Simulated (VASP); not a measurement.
# NaB (Fm-3m) in VASP: notebook, part 2 of 2

VASP 6.6.1.

## 3. Single point, PBE

This run uses another cell than the first one, of 12.40 Å³/atom.

Input file INCAR:

```
PREC = Accurate ; ENCUT = 500
EDIFF = 1E-6 ; ISMEAR = -1
SIGMA = 0.1 ; LREAL = False
LASPH = True ; NELM = 120
ALGO = Normal ; ISIF = 2
LWAVE = False ; LCHARG = True
GGA = PE ; LELF = True
LVHAR = True ; NBANDS = 12
GGA_COMPAT = False
```

Input file KPOINTS:

```
Automatic mesh
0
Gamma
  7 7 7
```

Input file POSCAR:

```
NaB
1.0
    0.0000000000      2.3143891651      2.3143891651
    2.3143891651      0.0000000000      2.3143891651
    2.3143891651      2.3143891651      0.0000000000
Na B
1 1
Direct
    0.0000000000      0.0000000000      0.0000000000
    0.5000000000      0.5000000000      0.5000000000
```

Potentials or basis: VASP PAW PBE potentials, release 64 (Na_pv, B).

Launch:

```bash
cat potpaw_PBE.64/Na_pv/POTCAR potpaw_PBE.64/B/POTCAR > POTCAR
mpirun -np 1 vasp_std > vasp.out
```

Run time: 4.6 s. Hardware: 1 thread of Intel Xeon Platinum 8259CL at 2.50GHz (Skylake/Cascade Lake), shared host; peak memory 0.13 GiB.

Results (log left out):

```
Free energy            : -3.4256 eV
Pressure               : 30.2 GPa
Band gap on the k mesh : zero (bands 5 and 6 overlap by 4.48 eV)
```

Levels at points of the mesh, in eV from the Fermi level:
```
           k point  band 3  band 4  band 5  band 6  band 7  band 8
(0.00, 0.00, 0.00)  -22.79   -8.83    3.53    3.53    3.53   12.04
```

Caveat: the cell stands under pressure.

## 4. Single point, PBE

This run uses another cell than the first one, of 13.56 Å³/atom.

Input file INCAR:

```
PREC = Accurate ; ENCUT = 500
EDIFF = 1E-6 ; ISMEAR = -1
SIGMA = 0.1 ; LREAL = F
LASPH = T ; NELM = 120
ALGO = Normal ; ISIF = 2
LWAVE = F ; LCHARG = F
GGA = PE ; NBANDS = 12
GGA_COMPAT = F
```

Input file KPOINTS:

```
regular mesh
0
Gamma
  7 7 7
```

Input file POSCAR:

```
NaB
1.0
    0.0000000000      2.3845725039      2.3845725039
    2.3845725039      0.0000000000      2.3845725039
    2.3845725039      2.3845725039      0.0000000000
Na B
1 1
Direct
    0.0000000000      0.0000000000      0.0000000000
    0.5000000000      0.5000000000      0.5000000000
```

Potentials or basis: VASP PAW PBE potentials, release 64 (Na_pv, B).

Launch:

```bash
cat potpaw_PBE.64/Na_pv/POTCAR potpaw_PBE.64/B/POTCAR > POTCAR
mpirun -np 1 vasp_std > vasp.out
```

OUTCAR:

```text
PREC = Accurate
   ENCUT = 500
   EDIFF = 1E-6
   ISMEAR = -1
   LREAL = F
   LASPH = T
   NELM = 120
   ISIF = 2
   GGA = PE

 ion  position               nearest neighbor table
   1  0.000  0.000  0.000-   2 2.38   2 2.38   2 2.38   2 2.38   2 2.38   2 2.38
   2  0.500  0.500  0.500-   1 2.38   1 2.38   1 2.38   1 2.38   1 2.38   1 2.38

  LATTYP: Found a face centered cubic cell.
 ALAT       =     4.7691450078

  Lattice vectors:

 A1 = (   0.0000000000,   2.3845725039,   2.3845725039)
[... 480 lines left out ...]

------------------------ aborting loop because EDIFF is reached ----------------------------------------

  FORCE on cell =-STRESS in cart. coord.  units (eV):
  Direction    XX          YY          ZZ          XY          YZ          ZX
  --------------------------------------------------------------------------------------
  -------------------------------------------------------------------------------------
  Total        3.4060391      3.4060391      3.4060391      0.0000000      0.0000000     -0.0000000
  in kB      201.2327302    201.2327302    201.2327302      0.0000000      0.0000000     -0.0000000
  external PRESSURE =     201.2327302 kB  Pullay stress =       0.0000000 kB

 VOLUME and BASIS-vectors are now :
 -----------------------------------------------------------------------------
  energy-cutoff  :      500.00
  volume of cell :       27.12
      direct lattice vectors                 reciprocal lattice vectors
     0.000000000  2.384572504  2.384572504    -0.209681190  0.209681190  0.209681190
     2.384572504  0.000000000  2.384572504     0.209681190 -0.209681190  0.209681190
     2.384572504  2.384572504  0.000000000     0.209681190  0.209681190 -0.209681190

 POSITION                                       TOTAL-FORCE (eV/Angst)
 -----------------------------------------------------------------------------------
      0.00000      0.00000      0.00000         0.000000      0.000000     -0.000000
      2.38457      2.38457      2.38457         0.000000      0.000000      0.000000
 -----------------------------------------------------------------------------------
    total drift:                               -0.000000      0.000000      0.000000

  FREE ENERGIE OF THE ION-ELECTRON SYSTEM (eV)
  ---------------------------------------------------
  free  energy   TOTEN  =        -3.7867055529 eV

  energy  without entropy=       -3.7641232377  energy(sigma->0) =       -3.77541440
```

OSZICAR:

```text
N       E                     dE             d eps       ncg     rms          rms(c)
DAV:   1     0.560977854510E+02    0.56098E+02   -0.52998E+03   492   0.887E+02
DAV:   2    -0.187873860050E+01   -0.57977E+02   -0.56267E+02   504   0.238E+02
DAV:   3    -0.383588353090E+01   -0.19571E+01   -0.19449E+01   588   0.418E+01
DAV:   4    -0.385019989481E+01   -0.14316E-01   -0.14314E-01   548   0.344E+00
DAV:   5    -0.385031585579E+01   -0.11596E-03   -0.11596E-03   576   0.322E-01    0.923E-01
DAV:   6    -0.380401514285E+01    0.46301E-01   -0.20071E-02   620   0.125E+00    0.511E-01
DAV:   7    -0.378708178537E+01    0.16933E-01   -0.22293E-02   556   0.132E+00    0.147E-01
DAV:   8    -0.378671501236E+01    0.36677E-03   -0.11513E-03   528   0.382E-01    0.173E-02
DAV:   9    -0.378670597201E+01    0.90403E-05   -0.26469E-05   596   0.946E-02    0.662E-03
DAV:  10    -0.378670555290E+01    0.41911E-06   -0.11459E-06   332   0.171E-02
   1 F= -.37867056E+01 E0= -.37754144E+01  d E =-.225823E-01
```

stdout:

```text
POSCAR found type information on POSCAR NaB
 POSCAR found :  2 types and       2 ions
 scaLAPACK will be used
 LDA part: xc-table for (Slater+PW92), standard interpolation
 POSCAR, INCAR and KPOINTS ok, starting setup
 FFT: planning ... GRIDC
 FFT: planning ... GRID_SOFT
 FFT: planning ... GRID
 WAVECAR not read
 entering main loop
```

It took 7.2 s on 1 thread of Intel Xeon Platinum 8259CL at 2.50GHz (Skylake/Cascade Lake), shared host; peak memory 0.14 GiB.

What came out:

```yaml
Free_energy: -3.7867 eV
Pressure: 20.1 GPa
Band_gap_on_the_k_mesh: zero (bands 5 and 6 overlap by 4.12 eV)
```

Levels at points of the mesh, in eV from the Fermi level:
```
           k point  band 3  band 4  band 5  band 6  band 7  band 8
(0.00, 0.00, 0.00)  -22.78   -8.44    3.27    3.27    3.27   11.66
```

Caveat: the cell stands under pressure.

## 5. Single point, PBE

This run uses another cell than the first one, of 15.39 Å³/atom.

Input file INCAR:

```
PREC = Accurate
ENCUT = 500
EDIFF = 1E-6
ISMEAR = -1
SIGMA = 0.1
LREAL = F
LASPH = T
NELM = 120
ALGO = Normal
ISIF = 2
LWAVE = F
LCHARG = F
GGA = PE
NBANDS = 12
GGA_COMPAT = F
```

KPOINTS is that of step 4.

Input file POSCAR:

```
NaB
1.0
    0.0000000000      2.4873274601      2.4873274601
    2.4873274601      0.0000000000      2.4873274601
    2.4873274601      2.4873274601      0.0000000000
Na B
1 1
Direct
    0.0000000000      0.0000000000      0.0000000000
    0.5000000000      0.5000000000      0.5000000000
```

Launch:

```bash
cat potpaw_PBE.64/Na_pv/POTCAR potpaw_PBE.64/B/POTCAR > POTCAR
mpirun -np 1 vasp_std > vasp.out
```

It took 8.6 s on 1 thread of Intel Xeon Platinum 8259CL at 2.50GHz (Skylake/Cascade Lake), shared host; peak memory 0.14 GiB.

Results (log left out):

- Free energy: -4.1214 eV
- Pressure: 10.1 GPa
- Band gap on the k mesh: zero (bands 5 and 6 overlap by 3.64 eV)

Levels at points of the mesh, in eV from the Fermi level:
```
           k point  band 1  band 2  band 3  band 4  band 5  band 6  band 7  band 8  band 9  band 10
(0.00, 0.00, 0.00)  -22.84  -22.84  -22.84   -7.96    2.91    2.91    2.91    9.97   11.14    11.14
```

Caveat: the cell stands under pressure.

## 6. Overview

| cell | gap on the mesh (eV) | pressure (GPa) |
| --- | --- | --- |
| a = 3.197 Å, angles 60.0°, 2 atoms | none | 40.3 |
| a = 3.273 Å, angles 60.0°, 2 atoms | none | 30.2 |
| a = 3.372 Å, angles 60.0°, 2 atoms | none | 20.1 |
| a = 3.518 Å, angles 60.0°, 2 atoms | none | 10.1 |

Alike in all rows: task single point; level PBE; potentials or basis VASP PAW PBE potentials, release 64 (Na_pv, B); no spin polarisation; k mesh 7 × 7 × 7; cutoff (eV) 500; smearing fermi-dirac 0.1 eV.

Caveats: the cell stands under pressure.

Total energies depend on the potentials used, so only differences within one code and one set of settings carry meaning.
